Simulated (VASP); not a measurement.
Runs of VASP 6.6.1 on Ru. The structure is that of space group P6_3/mmc (No. 194), or close to it. The cells are those of the table. 

```csv
cell,gap on the mesh (eV),pressure (GPa)
"a = 2.702, b = 2.702, c = 4.394 Å, angles 90.0, 90.0, 120.0°, 2 atoms",none,-8.0
"a = 2.702, b = 2.702, c = 4.490 Å, angles 90.0, 90.0, 120.0°, 2 atoms",none,(b)
"a = 2.702, b = 2.702, c = 4.522 Å, angles 90.0, 90.0, 120.0°, 2 atoms",none,(a)
"a = 2.702, b = 2.702, c = 4.458 Å, angles 90.0, 90.0, 120.0°, 2 atoms",none,-11.9
"a = 2.702, b = 2.702, c = 4.330 Å, angles 90.0, 90.0, 120.0°, 2 atoms",none,-3.5
```

Alike in all rows: task single point; level r2SCAN; potentials or basis VASP PAW PBE potentials, release 64 (Ru_pv); no spin polarisation; k mesh 24 × 24 × 14; cutoff (eV) 520; smearing gaussian 0.15 eV.

Problem. Estimate the missing entries.

Solution. (a) -15.4; (b) -13.7.

Caveats: the cell stands under tension; the PAW data sets were made with another functional, which shifts forces and pressure a little.

A k mesh can miss the band edges, and the runs leave out spin-orbit coupling on Ru.

A gap of «none» marks levels without a gap at the run's occupations.
